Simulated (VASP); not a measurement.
# ZnS in VASP: single point with PBE+D3(BJ)

Aim: the single point of ZnS with PBE+D3(BJ).

Everything below comes from runs of VASP 6.6.1. Logs are shortened: lines on timing, memory, paths and dates and some standing lists are left out, and cuts for length are marked.

## (1) The cell of the first run

The cell holds a slab with vacuum, 16 atoms: a = 7.588 Å, b = 6.235 Å, c = 20.381 Å, α = 90.00°, β = 90.00°, γ = 90.00°.

## (2) Single point, PBE+D3(BJ)

INCAR reads:

```
ALGO = Normal
DIPOL = 0.5 0.5 0.499
EDIFF = 1E-6
ENCUT = 520
GGA = PE
IDIPOL = 3
ISIF = 2
ISMEAR = 0
IVDW = 12
LASPH = T
LCHARG = T
LDIPOL = T
LELF = T
LREAL = Auto
LVACPOTAV = T
LVHAR = T
LWAVE = F
NBANDS = 86
NELM = 100
PREC = Accurate
SIGMA = 0.05
```

KPOINTS reads:

```
k-points
0
Gamma
  2 3 1
```

POSCAR reads:

```
ZnS
1.0
    7.5878855742      0.0000000000      0.0000000000
    0.0000000000      6.2354893669      0.0000000000
    0.0000000000      0.0000000000     20.3808677788
Zn S
8 8
Direct
    0.5000000000      0.9943873708      0.3925249939
    0.0000000000      0.9943873708      0.3925249939
    0.7500000000      0.4943873708      0.4462624969
    0.2500000000      0.4943873708      0.4462624969
    0.7500000000      0.9895385211      0.5585114341
    0.2500000000      0.9895385211      0.5585114341
    0.0000000000      0.4341862157      0.5850451973
    0.5000000000      0.4341862157      0.5850451973
    0.5000000000      0.6206126292      0.3925249939
    0.0000000000      0.6206126292      0.3925249939
    0.7500000000      0.1206126292      0.4462624969
    0.2500000000      0.1206126292      0.4462624969
    0.7500000000      0.6119560656      0.5575035987
    0.2500000000      0.6119560656      0.5575035987
    0.0000000000      0.0927715121      0.6141413171
    0.5000000000      0.0927715121      0.6141413171
```

Potentials or basis: VASP PAW PBE potentials, release 64 (Zn, S).

Launch:

```
$ cat potpaw_PBE.64/Zn/POTCAR potpaw_PBE.64/S/POTCAR > POTCAR
$ mpirun -np 1 vasp_std > vasp.out
```

OUTCAR:

```text
EDIFF = 1E-6
   ENCUT = 520
   GGA = PE
   ISIF = 2
   ISMEAR = 0
   IVDW = 12
   LASPH = T
   LREAL = Auto
   NELM = 100
   PREC = Accurate
 IVDW          = 12

 ion  position               nearest neighbor table
   1  0.500  0.994  0.393-  11 2.33  12 2.33   9 2.33
   2  0.000  0.994  0.393-  11 2.33  12 2.33  10 2.33
   3  0.750  0.494  0.446-   9 2.33  10 2.33  11 2.33  13 2.38
   4  0.250  0.494  0.446-   9 2.33  10 2.33  12 2.33  14 2.38
   5  0.750  0.990  0.559-  15 2.30  16 2.30  13 2.35  11 2.43
   6  0.250  0.990  0.559-  15 2.30  16 2.30  14 2.35  12 2.43
   7  0.000  0.434  0.585-  15 2.21  14 2.27  13 2.27
   8  0.500  0.434  0.585-  16 2.21  14 2.27  13 2.27
   9  0.500  0.621  0.393-   3 2.33   4 2.33   1 2.33
  10  0.000  0.621  0.393-   3 2.33   4 2.33   2 2.33
  11  0.750  0.121  0.446-   1 2.33   2 2.33   3 2.33   5 2.43
  12  0.250  0.121  0.446-   1 2.33   2 2.33   4 2.33   6 2.43
  13  0.750  0.612  0.558-   7 2.27   8 2.27   5 2.35   3 2.38
  14  0.250  0.612  0.558-   7 2.27   8 2.27   6 2.35   4 2.38
  15  0.000  0.093  0.614-   7 2.21   6 2.30   5 2.30
  16  0.500  0.093  0.614-   8 2.21   6 2.30   5 2.30

  LATTYP: Found a simple orthorhombic cell.
 ALAT       =     6.2354893669
 B/A-ratio  =     1.2168869399
 C/A-ratio  =     3.2685273889

  Lattice vectors:

 A1 = (   0.0000000000,  -6.2354893669,   0.0000000000)
 A2 = (   7.5878855742,   0.0000000000,   0.0000000000)
 A3 = (   0.0000000000,   0.0000000000,  20.3808677788)

Analysis of symmetry for initial positions (statically):
=====================================================================
 Subroutine PRICEL returns following result:

  LATTYP: Found a simple orthorhombic cell.
 ALAT       =     3.7939427871
 B/A-ratio  =     1.6435380597
 C/A-ratio  =     5.3719491628

  Lattice vectors:

 A1 = (   3.7939427871,   0.0000000000,   0.0000000000)
 A2 = (   0.0000000000,   6.2354893669,   0.0000000000)
 A3 = (   0.0000000000,   0.0000000000,  20.3808677788)

   2 primitive cells build up your supercell.

 Routine SETGRP: Setting up the symmetry group for a
 simple orthorhombic supercell.

 Subroutine GETGRP returns: Found  2 space group operations
 (whereof  2 operations were pure point group operations)
 out of a pool of  8 trial point group operations.

The static configuration has the point symmetry C_1h.

Analysis of symmetry for dynamics (positions and initial velocities):
=====================================================================
 Subroutine PRICEL returns following result:

  LATTYP: Found a simple orthorhombic cell.
 ALAT       =     3.7939427871
 B/A-ratio  =     1.6435380597
 C/A-ratio  =     5.3719491628

  Lattice vectors:

 A1 = (   3.7939427871,   0.0000000000,   0.0000000000)
 A2 = (   0.0000000000,   6.2354893669,   0.0000000000)
 A3 = (   0.0000000000,   0.0000000000,  20.3808677788)

   2 primitive cells build up your supercell.

 Routine SETGRP: Setting up the symmetry group for a
 simple orthorhombic supercell.

 Subroutine GETGRP returns: Found  2 space group operations
 (whereof  2 operations were pure point group operations)
 out of a pool of  8 trial point group operations.

The dynamic configuration has the point symmetry C_1h.

 Subroutine INISYM returns: Found  2 space group operations
 (whereof  2 operations are pure point group operations),
 and found     2 'primitive' translations

----------------------------------------------------------------------------------------

                                     Primitive cell

  volume of cell :     482.1520

  direct lattice vectors                    reciprocal lattice vectors
     3.793942787  0.000000000  0.000000000     0.263578039  0.000000000  0.000000000
     0.000000000  6.235489367  0.000000000     0.000000000  0.160372337  0.000000000
     0.000000000  0.000000000 20.380867779     0.000000000  0.000000000  0.049065624

  length of vectors
     3.793942787  6.235489367 20.380867779     0.263578039  0.160372337  0.049065624

  position of ions in fractional coordinates (direct lattice)
     0.000000000  0.994387371  0.392524994
     0.500000000  0.494387371  0.446262497
     0.500000000  0.989538521  0.558511434
     0.000000000  0.434186216  0.585045197
     0.000000000  0.620612629  0.392524994
     0.500000000  0.120612629  0.446262497
     0.500000000  0.611956066  0.557503599
     0.000000000  0.092771512  0.614141317

  ion indices of the primitive-cell ions
   primitive index   ion index
                 1           1
                 2           3
                 3           5
                 4           8
                 5           9
                 6          11
                 7          13
                 8          16

----------------------------------------------------------------------------------------

 KPOINTS: k-points

Automatic generation of k-mesh.
 Grid dimensions read from file:
 generate k-points for:    2    3    1

 Generating k-lattice:

  Cartesian coordinates                     Fractional coordinates (reciprocal lattice)
     0.065894510  0.000000000  0.000000000     0.500000000  0.000000000  0.000000000
     0.000000000  0.053457446  0.000000000     0.000000000  0.333333333  0.000000000
     0.000000000  0.000000000  0.049065624     0.000000000  0.000000000  1.000000000

  Length of vectors
     0.065894510  0.053457446  0.049065624

  Shift w.r.t. Gamma in fractional coordinates (k-lattice)
     0.000000000  0.000000000  0.000000000

 Subroutine IBZKPT returns following result:
 ===========================================

 Found      4 irreducible k-points:

 Following reciprocal coordinates:
            Coordinates               Weight
  0.000000  0.000000  0.000000      1.000000
  0.500000  0.000000  0.000000      1.000000
  0.000000  0.333333  0.000000      2.000000
  0.500000  0.333333  0.000000      2.000000
   k-points           NKPTS =      4   k-points in BZ     NKDIM =      4   number of bands    NBANDS=     86
   number of dos      NEDOS =    301   number of ions     NIONS =     16
   total plane-waves  NPLWV = 430080
   dimension x,y,z NGX =    56 NGY =   48 NGZ =  160
   dimension x,y,z NGXF=   112 NGYF=   96 NGZF=  320
   ions per type =               8   8
   NGX,Y,Z   is equivalent  to a cutoff of  12.27, 12.80, 13.05 a.u.
   NGXF,Y,Z  is equivalent  to a cutoff of  24.54, 25.59, 26.10 a.u.
 SYSTEM =  unknown system
   PREC   = accura    normal or accurate (medium, high low for compatibility)
   ISTART =      0    job   : 0-new  1-cont  2-samecut
   ICHARG =      2    charge: 1-file 2-atom 10-const
   ISPIN  =      1    spin polarized calculation?
   LNONCOLLINEAR =      F non collinear calculations
   LSORBIT =      F    spin-orbit coupling
   LASPH  =      T    aspherical Exc in radial PAW
   ENCUT  =  520.0 eV  38.22 Ry    6.18 a.u.  14.11 11.59 37.89*2*pi/ulx,y,z
   NELM   =    100;   NELMIN=  2; NELMDL= -5     # of ELM steps
   EDIFF  = 0.1E-05   stopping-criterion for ELM
   LREAL  =      T    real-space projection
   EDIFFG = 0.1E-04   stopping-criterion for IOM
   NSW    =      0    number of steps for IOM
   IBRION =     -1    ionic relax: 0-MD 1-quasi-New 2-CG
   NFREE  =      0    steps in history (QN), initial steepest desc. (CG)
   ISIF   =      2    stress and relaxation
   ISYM   =      2    0-nonsym 1-usesym 2-fastsym
   POTIM  = 0.5000    time-step for ionic-motion
   TEBEG  =    0.0;   TEEND  =   0.0 temperature during run
   PSTRESS=    0.0 pullay stress
   NELECT =     144.0000    total number of electrons
   NUPDOWN=      -1.0000    fix difference up-down
   EMIN   =  10.00;   EMAX   =-10.00  energy-range for DOS
   EFERMI =   0.00;   METHOD = LEGACY
   ISMEAR =     0;   SIGMA  =   0.05  broadening in eV -4-tet -1-fermi 0-gaus
   EFERMI_NEDOS =   21; number of points for ismear=-14 and -15
   IALGO  =     38    algorithm
   IMIX   =      4    mixing-type and parameters
     AMIX     =   0.40;   BMIX     =  1.00
     AMIX_MAG =   1.60;   BMIX_MAG =  1.00
  volume/ion in A,a.u.               =      60.27       406.72
  Fermi-wavevector in a.u.,A,eV,Ry     =   0.868542  1.641307 10.263770  0.754366
  Thomas-Fermi vector in A             =   1.987236
   LORBIT       =      0    0 simple, 1 ext, 2 COOP (PROOUT), +10 PAW based schemes
   GGA     = PE    functional components
   LHFCALC =     F    Hartree Fock is set to
   AEXX    =    0.0000 exact exchange contribution
   IVDW    =    12    specifies the selected vdW correction
   LEPSILON=     F    determine dielectric tensor
   LRPA    =     F    only Hartree local field effects (RPA)
 non-spin polarized calculation
 Gauss-broadening in eV      SIGMA  =   0.05
  energy-cutoff  :      520.00
  volume of cell :      964.30
 maximum number of plane-waves:     25989
   NGX = 29   NGY = 23   NGZ = 75

 dipolmoment           0.000000      0.000000     -0.000003 electrons x Angstroem

 number of electron     144.0000048 magnetization

 dipolmoment           0.000000      0.000000      0.145821 electrons x Angstroem

 Free energy of the ion-electron system (eV)
  ---------------------------------------------------
  ext. energy  EPLUGINS =         0.00000000
  ---------------------------------------------------
  free energy    TOTEN  =       -51.47852322 eV

  energy without entropy =      -51.47852322  energy(sigma->0) =      -51.47852322

 E-fermi :  -2.7111     XC(G=0):  -3.7701

 val. band max:       -2.9351772105   @ k =   0.0000   0.0000   0.0000
 cond. band min:      -1.2699811505   @ k =   0.0000   0.0000   0.0000
 fundamental gap:      1.6651960600
 Fermi energy:        -2.7110689374

 k-point     1 :       0.0000    0.0000    0.0000
  band No.  band energies     occupation
      1     -16.0868      2.00000
      2     -15.6225      2.00000
      3     -15.5360      2.00000
      4     -15.2240      2.00000
      5     -14.8899      2.00000
      6     -14.6927      2.00000
[... 76 lines left out ...]
     83       1.9797      0.00000
     84       2.3043      0.00000

 k-point     2 :       0.5000    0.0000    0.0000
  band No.  band energies     occupation
      1     -15.8390      2.00000
      2     -15.8390      2.00000
      3     -15.4347      2.00000
      4     -15.4347      2.00000
      5     -14.7774      2.00000
      6     -14.7774      2.00000
[... 76 lines left out ...]
     83       2.3116      0.00000
     84       2.3116      0.00000

 k-point     3 :       0.0000    0.3333    0.0000
  band No.  band energies     occupation
      1     -15.9263      2.00000
      2     -15.6572      2.00000
      3     -15.4549      2.00000
      4     -15.2933      2.00000
      5     -14.9901      2.00000
      6     -14.6805      2.00000
[... 76 lines left out ...]
     83       1.8696      0.00000
     84       2.3674      0.00000

 k-point     4 :       0.5000    0.3333    0.0000
  band No.  band energies     occupation
      1     -15.7077      2.00000
      2     -15.7077      2.00000
      3     -15.4836      2.00000
      4     -15.4836      2.00000
      5     -14.8358      2.00000
      6     -14.8358      2.00000
[... 76 lines left out ...]
     83       2.6306      0.00000
     84       2.6306      0.00000
 [bands above 84 left out]

------------------------ aborting loop because EDIFF is reached ----------------------------------------

 Edisp (eV)   -3.47979

 E8    (eV) :    -1.4371

  FORCE on cell =-STRESS in cart. coord.  units (eV):
  Direction    XX          YY          ZZ          XY          YZ          ZX
  --------------------------------------------------------------------------------------
  -------------------------------------------------------------------------------------
  Total       0.30326    -1.85833    -1.80147     0.00000     1.48715     0.00000
  in kB       0.50387    -3.08760    -2.99311     0.00000     2.47087     0.00000
  external pressure =       -1.86 kB  Pullay stress =        0.00 kB

 VOLUME and BASIS-vectors are now :
 -----------------------------------------------------------------------------
  energy-cutoff  :      520.00
  volume of cell :      964.30
      direct lattice vectors                 reciprocal lattice vectors
     7.587885574  0.000000000  0.000000000     0.131789020  0.000000000  0.000000000
     0.000000000  6.235489367  0.000000000     0.000000000  0.160372337  0.000000000
     0.000000000  0.000000000 20.380867779     0.000000000  0.000000000  0.049065624

 POSITION                                       TOTAL-FORCE (eV/Angst)
 -----------------------------------------------------------------------------------
      3.79394      6.20049      8.00000        -0.000000     -0.951295      1.210221
      0.00000      6.20049      8.00000        -0.000000     -0.951295      1.210221
      5.69091      3.08275      9.09522         0.000000      0.591107     -0.326569
      1.89697      3.08275      9.09522        -0.000000      0.591107     -0.326569
      5.69091      6.17026     11.38295         0.000000     -0.005765      0.003090
      1.89697      6.17026     11.38295        -0.000000     -0.005765      0.003090
[... 8 lines left out ...]
      0.00000      0.57848     12.51673         0.000000     -0.006633      0.015188
      3.79394      0.57848     12.51673         0.000000     -0.006633      0.015188
 -----------------------------------------------------------------------------------
    total drift:                                0.000000      0.001703     -0.009658

  FREE ENERGIE OF THE ION-ELECTRON SYSTEM (eV)
  ---------------------------------------------------
  free  energy   TOTEN  =       -54.9583144200 eV

  energy  without entropy=      -54.9583144200  energy(sigma->0) =      -54.95831442

 vacuum level on the upper side and lower side of the slab         2.803         2.246
```

Wall time 7.3 min (1 thread of Intel Xeon 6975P-C (Granite Rapids), shared host); peak memory 0.89 GiB.

Results:

* Free energy: -54.9583 eV
* Largest force: 1.539 eV/Å
* Band gap on the k mesh: 1.67 eV
* Dispersion energy per atom: -0.217 eV

Forces in eV/Å, atoms in the order of the input:
```
Zn   0.000 -0.951  1.210
Zn   0.000 -0.951  1.210
Zn   0.000  0.591 -0.327
Zn   0.000  0.591 -0.327
Zn   0.000 -0.006  0.003
Zn   0.000 -0.006  0.003
Zn   0.000 -0.013  0.006
Zn   0.000 -0.013  0.006
S    0.000  0.253 -0.357
S    0.000  0.253 -0.357
S    0.000  0.108 -0.552
S    0.000  0.108 -0.552
S    0.000  0.025  0.001
S    0.000  0.025  0.001
S    0.000 -0.007  0.015
S    0.000 -0.007  0.015
```

Levels at points of the mesh, in eV from the valence-band top:
| k point | band 68 | band 69 | band 70 | band 71 | band 72 | band 73 | band 74 | band 75 | band 76 | band 77 |
| --- | --- | --- | --- | --- | --- | --- | --- | --- | --- | --- |
| (0.00, 0.00, 0.00) | -0.73 | -0.70 | -0.45 | -0.37 | 0.00 | 1.67 | 2.35 | 2.94 | 3.69 | 3.76 |
| (0.50, 0.00, 0.00) | -1.03 | -1.00 | -1.00 | -0.47 | -0.47 | 2.21 | 2.21 | 3.77 | 3.77 | 4.24 |
